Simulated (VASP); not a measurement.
# LiSi16 (a cell with a defect) in VASP: notebook

The runs below take LiSi16 (a cell with a defect) through single point, with PBE.

Program: VASP 6.6.1. These are calculated values, not measurements. Logs are shortened: lines on timing, memory, paths and dates and some standing lists are left out, and cuts for length are marked.

### Step 1. The cell of the first run

The cell holds a defect, 17 atoms: a = 7.679 Å, b = 7.679 Å, c = 7.679 Å, α = 60.00°, β = 60.00°, γ = 60.00°.

### Step 2. Single point, PBE

File INCAR:

```
SYSTEM = LiSi16
PREC = Accurate ; ENCUT = 520
EDIFF = 1E-7 ; ISMEAR = 0
SIGMA = 0.02 ; LREAL = Auto
LASPH = .TRUE. ; NELM = 60
ALGO = Normal ; ISIF = 2
LWAVE = .FALSE. ; LCHARG = .TRUE.
GGA = PE ; LELF = .TRUE.
LVHAR = .TRUE. ; NBANDS = 48
NELECT = 66.0
```

File KPOINTS:

```
Automatic mesh
0
G
  2 2 2
  0 0 0
```

File POSCAR:

```
LiSi16
1.0
    0.0000000000      5.4300000000      5.4300000000
    5.4300000000      0.0000000000      5.4300000000
    5.4300000000      5.4300000000      0.0000000000
Si Li
16 1
Direct
   -0.0012329650      0.0063311234     -0.0050325967
    0.1181935543      0.1257788214      0.1293453039
   -0.0154977901      0.0060898711      0.5033806630
    0.1188619705      0.1411422652      0.6209851750
   -0.0013197974      0.4989638122     -0.0048737569
    0.1327812155      0.6329974217      0.1003086556
    0.0095046041      0.5096314917      0.4715823204
    0.1192515654      0.6191559853      0.6210646409
    0.4915100368     -0.0081866483      0.0241017495
    0.6254437385      0.1257205341      0.1296065378
    0.5062011050      0.0062642726      0.5035616943
    0.6157516575      0.1155291897      0.6528223757
    0.5061237569      0.4990633517     -0.0051313076
    0.6254692449      0.6184911602      0.1293876611
    0.5062011971      0.4842045120      0.5033916206
    0.6412565378      0.6187987109      0.6209022099
    0.3126813076      0.8125595764      0.5623894107
```

Potentials or basis: VASP PAW PBE potentials, release 64 (Si, Li_sv).

Command:

```
cat potpaw_PBE.64/Si/POTCAR potpaw_PBE.64/Li_sv/POTCAR > POTCAR
mpirun -np 1 vasp_std > vasp.out
```

OUTCAR:

```text
SYSTEM = LiSi16
   PREC = Accurate
   ENCUT = 520
   EDIFF = 1E-7
   ISMEAR = 0
   LREAL = Auto
   LASPH = .TRUE.
   NELM = 60
   ISIF = 2
   GGA = PE
   NELECT = 66.0

 ion  position               nearest neighbor table
   1  0.999  0.006  0.995-   2 2.34  10 2.34   6 2.34   4 2.35
   2  0.118  0.126  0.129-   5 2.34   1 2.34   9 2.34   3 2.35
   3  0.985  0.006  0.503-  12 2.32  17 2.34   2 2.35   8 2.43   4 2.43
   4  0.119  0.141  0.621-   7 2.32  17 2.34   1 2.35   3 2.43  11 2.43
   5  0.999  0.499  0.995-   2 2.34  14 2.34   6 2.34   8 2.35
   6  0.133  0.633  0.100-   7 2.33   5 2.34   1 2.34  13 2.34
   7  0.010  0.510  0.472-  16 2.32   4 2.32   8 2.32   6 2.33
   8  0.119  0.619  0.621-   7 2.32  17 2.34   5 2.35   3 2.43  15 2.43
   9  0.492  0.992  0.024-  12 2.33   2 2.34  14 2.34  10 2.34
  10  0.625  0.126  0.130-   1 2.34  13 2.34   9 2.34  11 2.35
  11  0.506  0.006  0.504-  12 2.31  17 2.34  10 2.35   4 2.43  16 2.43
  12  0.616  0.116  0.653-  11 2.31  15 2.32   3 2.32   9 2.33
  13  0.506  0.499  0.995-  14 2.34  10 2.34   6 2.34  16 2.35
  14  0.625  0.618  0.129-   5 2.34  13 2.34   9 2.34  15 2.35
  15  0.506  0.484  0.503-  12 2.32  17 2.34  14 2.35   8 2.43  16 2.43
  16  0.641  0.619  0.621-   7 2.32  17 2.34  13 2.35  15 2.43  11 2.43
  17  0.313  0.813  0.562-   8 2.34   3 2.34  11 2.34  16 2.34  15 2.34   4 2.34

  LATTYP: Found a face centered cubic cell.
 ALAT       =    10.8600000000

  Lattice vectors:

 A1 = (   0.0000000000,   5.4300000000,   5.4300000000)
 A2 = (   5.4300000000,   0.0000000000,   5.4300000000)
 A3 = (   5.4300000000,   5.4300000000,   0.0000000000)

Analysis of symmetry for initial positions (statically):
=====================================================================
 Subroutine PRICEL returns:
 Original cell was already a primitive cell.

 Routine SETGRP: Setting up the symmetry group for a
 face centered cubic supercell.

 Subroutine GETGRP returns: Found  1 space group operations
 (whereof  1 operations were pure point group operations)
 out of a pool of 48 trial point group operations.

The static configuration has the point symmetry C_1 .

Analysis of symmetry for dynamics (positions and initial velocities):
=====================================================================
 Subroutine PRICEL returns:
 Original cell was already a primitive cell.

 Routine SETGRP: Setting up the symmetry group for a
 face centered cubic supercell.

 Subroutine GETGRP returns: Found  1 space group operations
 (whereof  1 operations were pure point group operations)
 out of a pool of 48 trial point group operations.

The dynamic configuration has the point symmetry C_1 .

 Subroutine INISYM returns: Found  1 space group operations
 (whereof  1 operations are pure point group operations),
 and found     1 'primitive' translations

----------------------------------------------------------------------------------------

                                     Primitive cell

  volume of cell :     320.2060

  direct lattice vectors                    reciprocal lattice vectors
     0.000000000  5.430000000  5.430000000    -0.092081031  0.092081031  0.092081031
     5.430000000  0.000000000  5.430000000     0.092081031 -0.092081031  0.092081031
     5.430000000  5.430000000  0.000000000     0.092081031  0.092081031 -0.092081031

  length of vectors
     7.679179644  7.679179644  7.679179644     0.159489025  0.159489025  0.159489025

  position of ions in fractional coordinates (direct lattice)
     0.998767035  0.006331123  0.994967403
     0.118193554  0.125778821  0.129345304
     0.984502210  0.006089871  0.503380663
     0.118861970  0.141142265  0.620985175
     0.998680203  0.498963812  0.995126243
     0.132781216  0.632997422  0.100308656
[... 9 lines left out ...]
     0.641256538  0.618798711  0.620902210
     0.312681308  0.812559576  0.562389411

  ion indices of the primitive-cell ions
   primitive index   ion index
                 1           1
                 2           2
                 3           3
                 4           4
                 5           5
                 6           6
[... 9 lines left out ...]
                16          16
                17          17

----------------------------------------------------------------------------------------

 KPOINTS: Automatic mesh

Automatic generation of k-mesh.
 Grid dimensions read from file:
 generate k-points for:    2    2    2

 Generating k-lattice:

  Cartesian coordinates                     Fractional coordinates (reciprocal lattice)
    -0.046040516  0.046040516  0.046040516     0.500000000  0.000000000  0.000000000
     0.046040516 -0.046040516  0.046040516     0.000000000  0.500000000  0.000000000
     0.046040516  0.046040516 -0.046040516     0.000000000  0.000000000  0.500000000

  Length of vectors
     0.079744512  0.079744512  0.079744512

  Shift w.r.t. Gamma in fractional coordinates (k-lattice)
     0.000000000  0.000000000  0.000000000

 Subroutine IBZKPT returns following result:
 ===========================================

 Found      8 irreducible k-points:

 Following reciprocal coordinates:
            Coordinates               Weight
  0.000000  0.000000  0.000000      1.000000
  0.500000  0.000000  0.000000      1.000000
  0.000000  0.500000  0.000000      1.000000
  0.000000  0.000000  0.500000      1.000000
  0.500000  0.500000  0.500000      1.000000
  0.500000  0.500000  0.000000      1.000000
  0.000000  0.500000  0.500000      1.000000
  0.500000  0.000000  0.500000      1.000000
   k-points           NKPTS =      8   k-points in BZ     NKDIM =      8   number of bands    NBANDS=     48
   number of dos      NEDOS =    301   number of ions     NIONS =     17
   total plane-waves  NPLWV = 216000
   dimension x,y,z NGX =    60 NGY =   60 NGZ =   60
   dimension x,y,z NGXF=   120 NGYF=  120 NGZF=  120
   ions per type =              16   1
   NGX,Y,Z   is equivalent  to a cutoff of  12.99, 12.99, 12.99 a.u.
   NGXF,Y,Z  is equivalent  to a cutoff of  25.98, 25.98, 25.98 a.u.
 SYSTEM =  LiSi16
   PREC   = accura    normal or accurate (medium, high low for compatibility)
   ISTART =      0    job   : 0-new  1-cont  2-samecut
   ICHARG =      2    charge: 1-file 2-atom 10-const
   ISPIN  =      1    spin polarized calculation?
   LNONCOLLINEAR =      F non collinear calculations
   LSORBIT =      F    spin-orbit coupling
   LASPH  =      T    aspherical Exc in radial PAW
   ENCUT  =  520.0 eV  38.22 Ry    6.18 a.u.  14.28 14.28 14.28*2*pi/ulx,y,z
   NELM   =     60;   NELMIN=  2; NELMDL= -5     # of ELM steps
   EDIFF  = 0.1E-06   stopping-criterion for ELM
   LREAL  =      T    real-space projection
   EDIFFG = 0.1E-05   stopping-criterion for IOM
   NSW    =      0    number of steps for IOM
   IBRION =     -1    ionic relax: 0-MD 1-quasi-New 2-CG
   NFREE  =      0    steps in history (QN), initial steepest desc. (CG)
   ISIF   =      2    stress and relaxation
   ISYM   =      2    0-nonsym 1-usesym 2-fastsym
   POTIM  = 0.5000    time-step for ionic-motion
   TEBEG  =    0.0;   TEEND  =   0.0 temperature during run
   PSTRESS=    0.0 pullay stress
   NELECT =      66.0000    total number of electrons
   NUPDOWN=      -1.0000    fix difference up-down
   EMIN   =  10.00;   EMAX   =-10.00  energy-range for DOS
   EFERMI =   0.00;   METHOD = LEGACY
   ISMEAR =     0;   SIGMA  =   0.02  broadening in eV -4-tet -1-fermi 0-gaus
   EFERMI_NEDOS =   21; number of points for ismear=-14 and -15
   IALGO  =     38    algorithm
   IMIX   =      4    mixing-type and parameters
     AMIX     =   0.40;   BMIX     =  1.00
     AMIX_MAG =   1.60;   BMIX_MAG =  1.00
  volume/ion in A,a.u.               =      18.84       127.11
  Fermi-wavevector in a.u.,A,eV,Ry     =   0.967044  1.827449 12.723821  0.935174
  Thomas-Fermi vector in A             =   2.096897
   LORBIT       =      0    0 simple, 1 ext, 2 COOP (PROOUT), +10 PAW based schemes
   GGA     = PE    functional components
   LHFCALC =     F    Hartree Fock is set to
   AEXX    =    0.0000 exact exchange contribution
   IVDW    =     0    specifies the selected vdW correction
   LEPSILON=     F    determine dielectric tensor
   LRPA    =     F    only Hartree local field effects (RPA)
 non-spin polarized calculation
 Gauss-broadening in eV      SIGMA  =   0.02
  energy-cutoff  :      520.00
  volume of cell :      320.21
 maximum number of plane-waves:      8646
 NGX is ok and might be reduce to    60
   NGX = 29   NGY = 29   NGZ = 29

 number of electron      66.0000001 magnetization

 Free energy of the ion-electron system (eV)
  ---------------------------------------------------
  ext. energy  EPLUGINS =         0.00000000
  ---------------------------------------------------
  free energy    TOTEN  =       -92.91956254 eV

  energy without entropy =      -92.91956254  energy(sigma->0) =      -92.91956254

 E-fermi :   6.1724     XC(G=0):  -9.4398

 val. band max:        6.0574388369   @ k =   0.0000   0.0000   0.0000
 cond. band min:       6.3232263676   @ k =   0.0000   0.0000   0.0000
 fundamental gap:      0.2657875307
 Fermi energy:         6.1724296995

 k-point     1 :       0.0000    0.0000    0.0000
  band No.  band energies     occupation
      1     -40.2303      2.00000
      2      -5.9070      2.00000
      3      -3.6737      2.00000
      4      -3.6050      2.00000
      5      -3.6050      2.00000
      6      -3.5577      2.00000
[... 37 lines left out ...]
     44       8.2790      0.00000
     45       8.2812      0.00000

 k-point     2 :       0.5000    0.0000    0.0000
  band No.  band energies     occupation
      1     -40.2303      2.00000
      2      -5.1578      2.00000
      3      -5.0849      2.00000
      4      -3.3108      2.00000
      5      -3.3021      2.00000
      6      -3.2612      2.00000
[... 280 lines left out ...]
 k-point     8 :       0.5000    0.0000    0.5000
  band No.  band energies     occupation
      1     -40.2303      2.00000
      2      -4.8871      2.00000
      3      -4.7939      2.00000
      4      -3.9404      2.00000
      5      -3.9032      2.00000
      6      -3.8893      2.00000
[... 37 lines left out ...]
     44      10.2768      0.00000
     45      10.3456      0.00000
 [bands above 45 left out]

------------------------ aborting loop because EDIFF is reached ----------------------------------------

  FORCE on cell =-STRESS in cart. coord.  units (eV):
  Direction    XX          YY          ZZ          XY          YZ          ZX
  --------------------------------------------------------------------------------------
  -------------------------------------------------------------------------------------
  Total       -0.0818616     -0.0731349     -0.0590518     -0.9414850      0.9789320      0.9583610
  in kB       -0.4096014     -0.3659367     -0.2954704     -4.7107980      4.8981675      4.7952389
  external PRESSURE =      -0.3570029 kB  Pullay stress =       0.0000000 kB

 VOLUME and BASIS-vectors are now :
 -----------------------------------------------------------------------------
  energy-cutoff  :      520.00
  volume of cell :      320.21
      direct lattice vectors                 reciprocal lattice vectors
     0.000000000  5.430000000  5.430000000    -0.092081031  0.092081031  0.092081031
     5.430000000  0.000000000  5.430000000     0.092081031 -0.092081031  0.092081031
     5.430000000  5.430000000  0.000000000     0.092081031  0.092081031 -0.092081031

 POSITION                                       TOTAL-FORCE (eV/Angst)
 -----------------------------------------------------------------------------------
      5.43705     10.82598      5.45768         0.004383     -0.003417     -0.000248
      1.38532      1.34414      1.32477        -0.002387      0.006771     -0.001067
      2.76643      8.07920      5.37891         0.025981     -0.028392     -0.023535
      4.13835      4.01737      1.41182        -0.000790     -0.003340      0.017798
      8.11291     10.82637      8.13221         0.000349     -0.000979      0.008439
      3.98185      1.26568      4.15818        -0.012796     -0.012579      0.017411
[... 9 lines left out ...]
      6.73158      6.85352      6.84210         0.005844     -0.013645      0.008723
      7.46597      4.75163      6.11006         0.003953      0.008453      0.009461
 -----------------------------------------------------------------------------------
    total drift:                                0.001332      0.002421      0.002974

  FREE ENERGIE OF THE ION-ELECTRON SYSTEM (eV)
  ---------------------------------------------------
  free  energy   TOTEN  =       -92.9195625438 eV

  energy  without entropy=      -92.9195625438  energy(sigma->0) =      -92.91956254
```

Wall time 6.2 min (1 thread of Intel Xeon 6975P-C (Granite Rapids), shared host); peak memory 0.48 GiB.

Results:

```
Free energy   : -92.9196 eV
Largest force : 0.054 eV/Å
```

Forces on the atoms (eV/Å):
```
Si   0.004 -0.003  0.000
Si  -0.002  0.007 -0.001
Si   0.026 -0.028 -0.024
Si  -0.001 -0.003  0.018
Si   0.000 -0.001  0.008
Si  -0.013 -0.013  0.017
Si   0.005  0.022  0.007
Si  -0.028 -0.028 -0.036
Si   0.015  0.017 -0.013
Si   0.001  0.000  0.009
Si  -0.008 -0.001 -0.022
Si   0.005  0.008  0.035
Si  -0.003  0.009  0.000
Si   0.002 -0.002 -0.002
Si  -0.015  0.023 -0.015
Si   0.006 -0.014  0.009
Li   0.004  0.008  0.009
```

Levels at points of the mesh, in eV from the Fermi level:
```csv
k point,band 31,band 32,band 33,band 34,band 35,band 36
"(0.00, 0.00, 0.00)",-0.17,-0.12,-0.12,0.15,0.51,0.51
"(0.50, 0.00, 0.00)",-0.94,-0.92,-0.86,0.93,1.16,1.32
"(0.00, 0.50, 0.00)",-0.94,-0.92,-0.86,0.93,1.16,1.32
"(0.00, 0.00, 0.50)",-0.93,-0.84,-0.84,1.14,1.14,1.19
"(0.50, 0.50, 0.50)",-0.94,-0.92,-0.86,0.93,1.16,1.32
"(0.50, 0.50, 0.00)",-1.52,-1.44,-1.40,0.83,1.00,2.06
"(0.00, 0.50, 0.50)",-1.52,-1.44,-1.40,0.83,1.00,2.06
"(0.50, 0.00, 0.50)",-1.52,-1.44,-1.40,0.83,1.00,2.06
```

Caveat: the k points lie up to 0.50 Å⁻¹ apart; the cell carries a net charge on a neutralising background, which shifts energy and pressure; the cell is charged against a uniform background, so pressure and absolute levels hang on convention; the cutoff is under 1.25 times the usual one of these potentials, so pressure, stress and relaxed cells hold a basis-set (Pulay) error.

### Step 3. Single point, PBE

File INCAR:

```
PREC = Accurate
ENCUT = 520
EDIFF = 1E-7
ISMEAR = 0
SIGMA = 0.02
LREAL = Auto
LASPH = True
NELM = 60
ALGO = Normal
ISIF = 2
LWAVE = False
LCHARG = False
GGA = PE
NBANDS = 48
NELECT = 66.0
```

File KPOINTS:

```
Automatic mesh
0
Gamma
  2 2 2
```

File POSCAR:

```
LiSi16
1.0
    0.0000000000      5.4300000000      5.4300000000
    5.4300000000      0.0000000000      5.4300000000
    5.4300000000      5.4300000000      0.0000000000
Si Li
16 1
Direct
   -0.0010645488      0.0065028545     -0.0047687845
    0.1184454880      0.1260110497      0.1292029466
   -0.0158139042      0.0059444751      0.5035538674
    0.1189733886      0.1407441068      0.6208768877
   -0.0010705341      0.4990018416     -0.0047548803
    0.1330965009      0.6331694291      0.1002397790
    0.0093446593      0.5094347145      0.4713956722
    0.1189566298      0.6190365562      0.6208837017
    0.4917759669     -0.0081483425      0.0241859116
    0.6259408840      0.1260151013      0.1291891344
    0.5058783610      0.0059634438      0.5035288214
    0.6154810313      0.1155646409      0.6530257827
    0.5064313076      0.4990093923     -0.0047731123
    0.6259379374      0.6185208103      0.1291998158
    0.5058635359      0.4842685083      0.5035482505
    0.6406571823      0.6190579190      0.6208746777
    0.3123471455      0.8124384899      0.5623837937
```

Potentials or basis: VASP PAW PBE potentials, release 64 (Si, Li_sv).

Command:

```
cat potpaw_PBE.64/Si/POTCAR potpaw_PBE.64/Li_sv/POTCAR > POTCAR
mpirun -np 1 vasp_std > vasp.out
```

Wall time 6.8 min (1 thread of Intel Xeon 6975P-C (Granite Rapids), shared host); peak memory 0.47 GiB.

Results (log left out):

```
Free energy   : -92.9193 eV
Largest force : 0.043 eV/Å
```

Forces in eV/Å, atoms in the order of the input:
```
Si  -0.034 -0.016  0.015
Si   0.014  0.035 -0.015
Si   0.013 -0.038 -0.013
Si   0.038 -0.013  0.013
Si  -0.016 -0.016  0.034
Si  -0.011 -0.011  0.012
Si   0.018  0.019 -0.017
Si  -0.012 -0.013 -0.037
Si   0.013  0.014 -0.012
Si   0.014  0.014 -0.035
Si   0.014  0.013  0.036
Si  -0.019 -0.019  0.020
Si  -0.016 -0.034  0.015
Si   0.035  0.014 -0.015
Si  -0.038  0.013 -0.013
Si  -0.013  0.037  0.013
Li   0.002  0.002  0.001
```

Levels at points of the mesh, in eV from the Fermi level:
| k point | band 30 | band 31 | band 32 | band 33 | band 34 | band 35 | band 36 | band 37 |
| --- | --- | --- | --- | --- | --- | --- | --- | --- |
| (0.00, 0.00, 0.00) | -1.18 | -0.17 | -0.13 | -0.13 | 0.15 | 0.50 | 0.50 | 0.60 |
| (0.50, 0.00, 0.00) | -0.96 | -0.95 | -0.93 | -0.86 | 0.92 | 1.15 | 1.32 | 1.35 |
| (0.00, 0.50, 0.00) | -0.96 | -0.95 | -0.93 | -0.86 | 0.92 | 1.15 | 1.32 | 1.35 |
| (0.00, 0.00, 0.50) | -0.93 | -0.93 | -0.86 | -0.86 | 1.13 | 1.13 | 1.18 | 1.58 |
| (0.50, 0.50, 0.50) | -0.96 | -0.95 | -0.93 | -0.86 | 0.92 | 1.15 | 1.32 | 1.35 |
| (0.50, 0.50, 0.00) | -1.56 | -1.53 | -1.45 | -1.40 | 0.82 | 0.99 | 2.06 | 2.15 |
| (0.00, 0.50, 0.50) | -1.56 | -1.53 | -1.45 | -1.40 | 0.82 | 0.99 | 2.06 | 2.15 |
| (0.50, 0.00, 0.50) | -1.56 | -1.53 | -1.45 | -1.40 | 0.82 | 0.99 | 2.06 | 2.15 |

Caveat: the k points lie up to 0.50 Å⁻¹ apart; the cell carries a net charge on a neutralising background, which shifts energy and pressure; the cell is charged against a uniform background, so pressure and absolute levels hang on convention; the cutoff is under 1.25 times the usual one of these potentials, so pressure, stress and relaxed cells hold a basis-set (Pulay) error.
